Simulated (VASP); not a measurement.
# AgBr (Fm-3m) in VASP: a series of runs, part 2 of 3

VASP 6.6.1.

### 4 Vibrations by perturbation theory, PBEsol

This run uses another cell than the first one, of 22.05 Å³/atom.

The input, INCAR:

```
SYSTEM = AgBr
PREC     = Accurate       ! precision mode
ENCUT    = 500            ! plane-wave cutoff, eV
EDIFF    = 1E-8           ! SCF threshold, eV
ISMEAR   = 0              ! smearing method
SIGMA    = 0.01           ! smearing width, eV
LREAL    = .FALSE.        ! projectors in reciprocal space
LASPH    = .TRUE.         ! aspherical terms in the spheres
NELM     = 120            ! most SCF steps
ALGO     = Normal         ! electronic algorithm
ISIF     = 2              ! what is computed and relaxed
LWAVE    = .FALSE.        ! write WAVECAR
LCHARG   = .TRUE.         ! write CHGCAR
GGA      = PS             ! functional
NBANDS   = 16             ! bands
IBRION   = 8              ! ionic algorithm
NSW      = 1              ! ionic steps
GGA_COMPAT= .FALSE.
```

The input, KPOINTS:

```
Automatic mesh
0
G
  8 8 8
  0 0 0
```

The input, POSCAR:

```
AgBr
1.0
    2.8043637235      2.8043637235      0.0000000000
   -2.8043637235      2.8043637235      0.0000000000
    0.0000000000      2.8043637235      2.8043637235
Ag Br
1 1
Direct
    0.0000000000      0.0000000000      0.0000000000
    0.5000000000      0.5000000000      0.0000000000
```

Potentials or basis: VASP PAW PBE potentials, release 64 (Ag, Br).

Run with:

```
$ cat potpaw_PBE.64/Ag/POTCAR potpaw_PBE.64/Br/POTCAR > POTCAR
$ mpirun -np 1 vasp_std > vasp.out
```

OUTCAR:

```text
SYSTEM = AgBr
   PREC = Accurate
   ENCUT = 500
   EDIFF = 1E-8
   ISMEAR = 0
   LREAL = .FALSE.
   LASPH = .TRUE.
   NELM = 120
   ISIF = 2
   GGA = PS
   IBRION = 8
   NSW = 1

 ion  position               nearest neighbor table
   1  0.000  0.000  0.000-   2 2.80   2 2.80   2 2.80   2 2.80   2 2.80   2 2.80
   2  0.500  0.500  0.000-   1 2.80   1 2.80   1 2.80   1 2.80   1 2.80   1 2.80

  LATTYP: Found a face centered cubic cell.
 ALAT       =     5.6087274470

  Lattice vectors:

 A1 = (   0.0000000000,   2.8043637235,   2.8043637235)
 A2 = (   2.8043637235,   0.0000000000,   2.8043637235)
 A3 = (   2.8043637235,   2.8043637235,   0.0000000000)

Analysis of symmetry for initial positions (statically):
=====================================================================
 Subroutine PRICEL returns:
[... 688 lines left out ...]
------------------------ aborting loop because EDIFF is reached ----------------------------------------

 INTERNAL STRAIN TENSOR  FOR ION    2  DIRECTION 1   (eV/Angst):
 -----------------------------------------------------------------------------
    -0.02503  0.00000 -0.00000
     0.00000 -0.01362 -0.00000
     0.00000 -0.00000 -0.01362

 INTERNAL STRAIN TENSOR FOR ION    2 for displacements in x,y,z  (eV/Angst):
          X           Y           Z          XY          YZ          ZX
  --------------------------------------------------------------------------------
  x     0.00000     0.00000     0.00000     0.00000     0.00000     0.00000
  y     0.00000     0.00000     0.00000     0.00000     0.00000     0.00000
  z     0.00000     0.00000     0.00000     0.00000     0.00000     0.00000

 SECOND DERIVATIVES (NOT SYMMETRIZED)
 ------------------------------------
               1X          1Y          1Z          2X          2Y          2Z
  1X    -1.655897   -0.000000    0.000000    1.655897    0.000000   -0.000000
  1Y     0.000000   -1.655897   -0.000000   -0.000000    1.655897    0.000000
  1Z    -0.000000   -0.000000   -1.655897    0.000000    0.000000    1.655897
  2X     1.677970    0.000000    0.000000   -1.677970    0.000000    0.000000
  2Y     0.000000    1.677970    0.000000    0.000000   -1.677970    0.000000
  2Z     0.000000    0.000000    1.677970    0.000000    0.000000   -1.677970

 Eigenvectors and eigenvalues of the dynamical matrix
 ----------------------------------------------------

   1 f  =    2.980650 THz    18.727978 2PiTHz   99.423793 cm-1    12.326974 meV
             X         Y         Z           dx          dy          dz
      0.000000  0.000000  0.000000     0.037003    0.648796   -0.000000
      0.000000  2.804364  0.000000    -0.043279   -0.758829    0.000000
[... 21 lines left out ...]
   6 f/i=    0.009748 THz     0.061246 2PiTHz    0.325144 cm-1     0.040313 meV
             X         Y         Z           dx          dy          dz
      0.000000  0.000000  0.000000    -0.000000    0.000000    0.760062
      0.000000  2.804364  0.000000     0.000000    0.000000    0.649850

--------------------------------------------------------------------------------------------------------

 ELASTIC MODULI CONTR FROM IONIC RELAXATION (kBar)
 Direction    XX          YY          ZZ          XY          YZ          ZX
 --------------------------------------------------------------------------------
 XX           0.0000      0.0000      0.0000      0.0000      0.0000      0.0000
 YY           0.0000      0.0000      0.0000      0.0000      0.0000      0.0000
 ZZ           0.0000      0.0000      0.0000      0.0000      0.0000      0.0000
 XY           0.0000      0.0000      0.0000      0.0000      0.0000      0.0000
 YZ           0.0000      0.0000      0.0000      0.0000      0.0000      0.0000
 ZX           0.0000      0.0000      0.0000      0.0000      0.0000      0.0000
 --------------------------------------------------------------------------------
```

stdout:

```text
POSCAR found type information on POSCAR AgBr
 POSCAR found :  2 types and       2 ions
 scaLAPACK will be used
 -----------------------------------------------------------------------------
|                                                                             |
|                                                                             |
|     You enforced a specific xc type in the INCAR file but a different       |
|     I HOPE YOU KNOW WHAT YOU ARE DOING!                                     |
|                                                                             |
 -----------------------------------------------------------------------------

 LDA part: xc-table for (Slater+PW92), standard interpolation
 POSCAR, INCAR and KPOINTS ok, starting setup
 FFT: planning ... GRIDC
 FFT: planning ... GRID_SOFT
 FFT: planning ... GRID
 WAVECAR not read
 entering main loop
 Linear response reoptimize wavefunctions to high precision
 Linear response DOF=           2
 Linear response progress:
 first order change of Fermi-energy   0.27991E-03
 force on displaced ion       1 direction 1 :  -1.656  -0.000  -0.000
 Linear response progress:
 first order change of Fermi-energy  -0.10038E-02
 force on displaced ion       2 direction 1 :  -1.678   0.000  -0.000
 Linear response finished
```

Run time: 3.5 min. Hardware: 1 thread of Intel Xeon 8259CL, shared host; peak memory 0.26 GiB.

What came out:

* Highest phonon frequency at Γ, LO-TO splitting left out: 99 cm⁻¹

Phonon frequencies in cm⁻¹ (negative: imaginary):
```csv
q point,frequencies
"(0.000, 0.000, 0.000)",0 0 0 99 99 99
```

Caveat: the cell stands under pressure or tension, which shifts response properties; the PAW data sets were made with another functional, which shifts forces and pressure a little.

### 5 Vibrations by perturbation theory, PBEsol

This run uses another cell than the first one, of 22.85 Å³/atom.

The input, INCAR:

```
  PREC = Accurate
  ENCUT = 500
  EDIFF = 1E-8
  ISMEAR = 0
  SIGMA = 0.01
  LREAL = False
  LASPH = True
  NELM = 120
  ALGO = Normal
  ISIF = 2
  LWAVE = False
  LCHARG = False
  GGA = PS
  NBANDS = 16
  IBRION = 8
  NSW = 1
  GGA_COMPAT = False
```

The input, KPOINTS:

```
Automatic mesh
0
Gamma
  8 8 8
```

The input, POSCAR:

```
AgBr
1.0
    2.8376951687      2.8376951687      0.0000000000
   -2.8376951687      2.8376951687      0.0000000000
    0.0000000000      2.8376951687      2.8376951687
Ag Br
1 1
Direct
    0.0000000000      0.0000000000      0.0000000000
    0.5000000000      0.5000000000      0.0000000000
```

Potentials or basis: VASP PAW PBE potentials, release 64 (Ag, Br).

Run with:

```
$ cat potpaw_PBE.64/Ag/POTCAR potpaw_PBE.64/Br/POTCAR > POTCAR
$ mpirun -np 1 vasp_std > vasp.out
```

OUTCAR:

```text
PREC = Accurate
   ENCUT = 500
   EDIFF = 1E-8
   ISMEAR = 0
   LREAL = False
   LASPH = True
   NELM = 120
   ISIF = 2
   GGA = PS
   IBRION = 8
   NSW = 1

 ion  position               nearest neighbor table
   1  0.000  0.000  0.000-   2 2.84   2 2.84   2 2.84   2 2.84   2 2.84   2 2.84
   2  0.500  0.500  0.000-   1 2.84   1 2.84   1 2.84   1 2.84   1 2.84   1 2.84

  LATTYP: Found a face centered cubic cell.
 ALAT       =     5.6753903374

  Lattice vectors:

 A1 = (   0.0000000000,   2.8376951687,   2.8376951687)
 A2 = (   2.8376951687,   0.0000000000,   2.8376951687)
 A3 = (   2.8376951687,   2.8376951687,   0.0000000000)

Analysis of symmetry for initial positions (statically):
=====================================================================
 Subroutine PRICEL returns:
 Original cell was already a primitive cell.

 Routine SETGRP: Setting up the symmetry group for a
 face centered cubic supercell.

 Subroutine GETGRP returns: Found 48 space group operations
 (whereof 48 operations were pure point group operations)
 out of a pool of 48 trial point group operations.

The static configuration has the point symmetry O_h .

Analysis of symmetry for dynamics (positions and initial velocities):
=====================================================================
 Subroutine PRICEL returns:
 Original cell was already a primitive cell.

 Routine SETGRP: Setting up the symmetry group for a
 face centered cubic supercell.

 Subroutine GETGRP returns: Found 48 space group operations
 (whereof 48 operations were pure point group operations)
 out of a pool of 48 trial point group operations.

The dynamic configuration has the point symmetry O_h .

 Subroutine INISYM returns: Found 48 space group operations
 (whereof 48 operations are pure point group operations),
 and found     1 'primitive' translations

----------------------------------------------------------------------------------------

                                     Primitive cell

  volume of cell :      45.7012

  direct lattice vectors                    reciprocal lattice vectors
     2.837695169  2.837695169  0.000000000     0.176199334  0.176199334 -0.176199334
    -2.837695169  2.837695169  0.000000000    -0.176199334  0.176199334 -0.176199334
     0.000000000  2.837695169  2.837695169     0.000000000  0.000000000  0.352398669

  length of vectors
     4.013106993  4.013106993  4.013106993     0.305186199  0.305186199  0.352398669

  position of ions in fractional coordinates (direct lattice)
     0.000000000  0.000000000  0.000000000
     0.500000000  0.500000000  0.000000000

  ion indices of the primitive-cell ions
   primitive index   ion index
                 1           1
                 2           2

[... 127 lines left out ...]
 Fermi energy:         4.0432392090

 k-point     1 :       0.0000    0.0000    0.0000
  band No.  band energies     occupation
      1     -11.4138      2.00000
      2       0.9504      2.00000
      3       0.9504      2.00000
      4       0.9504      2.00000
      5       0.9506      2.00000
      6       0.9506      2.00000
[... 433 lines left out ...]
      3      -0.4322      2.00000
      4      -0.3840      2.00000
      5       1.2391      2.00000
      6       1.3003      2.00000
[... 8 lines left out ...]
     15      16.5316      0.00000
     16      18.2739      0.00000

 [... further k-points ...]

------------------------ aborting loop because EDIFF is reached ----------------------------------------

  FORCE on cell =-STRESS in cart. coord.  units (eV):
  Direction    XX          YY          ZZ          XY          YZ          ZX
  --------------------------------------------------------------------------------------
  -------------------------------------------------------------------------------------
  Total       -0.0172498     -0.0172498     -0.0172498      0.0000000     -0.0000000     -0.0000000
  in kB       -0.6047391     -0.6047391     -0.6047391      0.0000000     -0.0000000     -0.0000000
  external PRESSURE =      -0.6047391 kB  Pullay stress =       0.0000000 kB

 VOLUME and BASIS-vectors are now :
 -----------------------------------------------------------------------------
  energy-cutoff  :      500.00
  volume of cell :       45.70
      direct lattice vectors                 reciprocal lattice vectors
     2.837695169  2.837695169  0.000000000     0.176199334  0.176199334 -0.176199334
    -2.837695169  2.837695169  0.000000000    -0.176199334  0.176199334 -0.176199334
     0.000000000  2.837695169  2.837695169     0.000000000  0.000000000  0.352398669

 POSITION                                       TOTAL-FORCE (eV/Angst)
 -----------------------------------------------------------------------------------
      0.00000      0.00000      0.00000        -0.000000     -0.000000      0.000000
      0.00000      2.83770      0.00000         0.000000      0.000000      0.000000
 -----------------------------------------------------------------------------------
    total drift:                               -0.000000     -0.000000      0.000000

  FREE ENERGIE OF THE ION-ELECTRON SYSTEM (eV)
  ---------------------------------------------------
  free  energy   TOTEN  =        -5.6982690105 eV

  energy  without entropy=       -5.6982690105  energy(sigma->0) =       -5.69826901

[... ionic steps 2 to 3 ...]

--------------------------------------- Ionic step        4  -------------------------------------------

------------------------ aborting loop because EDIFF is reached ----------------------------------------

[... ionic steps 5 to 6 ...]

--------------------------------------- Ionic step        7  -------------------------------------------

 Free energy of the ion-electron system (eV)
  ---------------------------------------------------
  ---------------------------------------------------
  free energy    TOTEN  =        -0.13582850 eV

  energy without entropy =       -0.13582850

------------------------ aborting loop because EDIFF is reached ----------------------------------------

 INTERNAL STRAIN TENSOR  FOR ION    2  DIRECTION 1   (eV/Angst):
 -----------------------------------------------------------------------------
    -0.01220 -0.00000 -0.00000
     0.00000 -0.01958  0.00000
    -0.00000  0.00000 -0.01958

 INTERNAL STRAIN TENSOR FOR ION    2 for displacements in x,y,z  (eV/Angst):
          X           Y           Z          XY          YZ          ZX
  --------------------------------------------------------------------------------
  x     0.00000     0.00000     0.00000     0.00000     0.00000     0.00000
  y     0.00000     0.00000     0.00000     0.00000     0.00000     0.00000
  z     0.00000     0.00000     0.00000     0.00000     0.00000     0.00000

 SECOND DERIVATIVES (NOT SYMMETRIZED)
 ------------------------------------
               1X          1Y          1Z          2X          2Y          2Z
  1X    -1.263799    0.000000   -0.000000    1.263799   -0.000000    0.000000
  1Y    -0.000000   -1.263799    0.000000    0.000000    1.263799   -0.000000
  1Z    -0.000000   -0.000000   -1.263799    0.000000    0.000000    1.263799
  2X     1.274443    0.000000    0.000000   -1.274443    0.000000    0.000000
  2Y     0.000000    1.274443    0.000000    0.000000   -1.274443    0.000000
  2Z     0.000000    0.000000    1.274443    0.000000    0.000000   -1.274443

 Eigenvectors and eigenvalues of the dynamical matrix
 ----------------------------------------------------

   1 f  =    2.600301 THz    16.338174 2PiTHz   86.736709 cm-1    10.753976 meV
             X         Y         Z           dx          dy          dz
      0.000000  0.000000  0.000000     0.650760    0.000000   -0.000000
      0.000000  2.837695  0.000000    -0.759283   -0.000000    0.000000
[... 21 lines left out ...]
   6 f/i=    0.005388 THz     0.033854 2PiTHz    0.179724 cm-1     0.022283 meV
             X         Y         Z           dx          dy          dz
      0.000000  0.000000  0.000000     0.759283   -0.000000   -0.000000
      0.000000  2.837695  0.000000     0.650760   -0.000000    0.000000

--------------------------------------------------------------------------------------------------------

 ELASTIC MODULI CONTR FROM IONIC RELAXATION (kBar)
 Direction    XX          YY          ZZ          XY          YZ          ZX
 --------------------------------------------------------------------------------
 XX           0.0000      0.0000      0.0000      0.0000      0.0000      0.0000
 YY           0.0000      0.0000      0.0000      0.0000      0.0000      0.0000
 ZZ           0.0000      0.0000      0.0000      0.0000      0.0000      0.0000
 XY           0.0000      0.0000      0.0000      0.0000      0.0000      0.0000
 YZ           0.0000      0.0000      0.0000      0.0000      0.0000      0.0000
 ZX           0.0000      0.0000      0.0000      0.0000      0.0000      0.0000
 --------------------------------------------------------------------------------
```

OSZICAR:

```text
N       E                     dE             d eps       ncg     rms          rms(c)
DAV:   1     0.940940827094E+02    0.94094E+02   -0.82359E+03   944   0.972E+02
DAV:   2    -0.268705708722E+01   -0.96781E+02   -0.90096E+02  1168   0.210E+02
DAV:   3    -0.581162836166E+01   -0.31246E+01   -0.31177E+01  1152   0.400E+01
DAV:   4    -0.582749728070E+01   -0.15869E-01   -0.15868E-01  1168   0.304E+00
[... 39 lines left out ...]
RMM:   9    -0.135828451141E+00    0.54724E-06   -0.46520E-10  3192   0.489E-05    0.166E-05
RMM:  10    -0.135828487881E+00   -0.36739E-07   -0.51066E-09  3301   0.811E-06    0.257E-06
RMM:  11    -0.135828502580E+00   -0.14699E-07   -0.18556E-08  2769   0.361E-06    0.489E-07
RMM:  12    -0.135828503112E+00   -0.53286E-09   -0.61485E-10  1606   0.822E-07    0.336E-07
 Linear response finished
```

stdout:

```text
POSCAR found type information on POSCAR AgBr
 POSCAR found :  2 types and       2 ions
 scaLAPACK will be used
 -----------------------------------------------------------------------------
|                                                                             |
|                                                                             |
|     You enforced a specific xc type in the INCAR file but a different       |
|     I HOPE YOU KNOW WHAT YOU ARE DOING!                                     |
|                                                                             |
 -----------------------------------------------------------------------------

 LDA part: xc-table for (Slater+PW92), standard interpolation
 POSCAR, INCAR and KPOINTS ok, starting setup
 FFT: planning ... GRIDC
 FFT: planning ... GRID_SOFT
 FFT: planning ... GRID
 WAVECAR not read
 entering main loop
 Linear response reoptimize wavefunctions to high precision
 Linear response DOF=           2
 Linear response progress:
 first order change of Fermi-energy   0.26038E-03
 force on displaced ion       1 direction 1 :  -1.264   0.000  -0.000
 Linear response progress:
 first order change of Fermi-energy  -0.97678E-03
 force on displaced ion       2 direction 1 :  -1.274   0.000   0.000
 Linear response finished
```

It took 3.9 min on 1 thread of Intel Xeon 8259CL, shared host; peak memory 0.27 GiB.

What came out:

| Property | Result |
| --- | --- |
| Highest phonon frequency at Γ, LO-TO splitting left out | 87 cm⁻¹ |

Phonon frequencies in cm⁻¹ (negative: imaginary):
```
              q point     frequencies
(0.000, 0.000, 0.000)  0 0 0 87 87 87
```

Caveat: the PAW data sets were made with another functional, which shifts forces and pressure a little.

(Part 2 of 3 ends here.)
